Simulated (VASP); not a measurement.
A run of VASP 6.6.1 is set up as follows.

Contents of INCAR:

```
SYSTEM = Si2AgAs3
PREC = Accurate
ENCUT = 600
EDIFF = 1E-6
ISMEAR = 0
SIGMA = 0.1
LREAL = .False.
LASPH = .True.
NELM = 100
ALGO = Normal
ISIF = 3
LWAVE = .False.
LCHARG = .False.
GGA = PE
IBRION = 2
NSW = 100
EDIFFG = -0.01
```

KPOINTS

```
Automatic mesh
0
Gamma
  6 6 12
  0 0 0
```

Contents of POSCAR:

```
Si2AgAs3
1.0
    6.6037620007      0.0000000000      0.0000000000
   -3.3018810004      5.7190256532      0.0000000000
    0.0000000000      0.0000000000      3.3633104126
Si Ag As
2 1 3
Direct
    0.6666666667      0.3333333333      0.0000000000
    0.3333333333      0.6666666667      0.0000000000
    0.0000000000      0.0000000000      0.0000000000
    0.5000000000      0.0000000000      0.5000000000
    0.0000000000      0.5000000000      0.5000000000
    0.5000000000      0.5000000000      0.5000000000
```

Potentials or basis: VASP PAW PBE potentials, release 64 (Si, Ag, As).

Command:

```console
$ cat potpaw_PBE.64/Si/POTCAR potpaw_PBE.64/Ag/POTCAR potpaw_PBE.64/As/POTCAR > POTCAR
$ mpirun -np 1 vasp_std > vasp.out
```

Question: What does it give for the relaxed cell?

Answer: a = 6.532 Å, b = 6.532 Å, c = 3.456 Å, α = 90.00°, β = 90.00°, γ = 120.00°.

Question: Predict the band gap on the k mesh.

Answer: Zero (band 17 reaches 6.19 eV, above the bottom of band 18 at 4.71 eV).

Question: What does it give for the space group after relaxing (to 0.05 Å)?

Answer: P6/mmm (No. 191).

Question: Predict the relaxed volume.

Answer: 21.28 Å³/atom.

Final structure:
```
CELL_PARAMETERS angstrom
6.53174 0.00000 0.00000
-3.26587 5.65665 0.00000
0.00000 0.00000 3.45589
ATOMIC_POSITIONS crystal
Si 0.66667 0.33333 0.00000
Si 0.33333 0.66667 0.00000
Ag 0.00000 0.00000 0.00000
As 0.50000 0.00000 0.50000
As 0.00000 0.50000 0.50000
As 0.50000 0.50000 0.50000
```
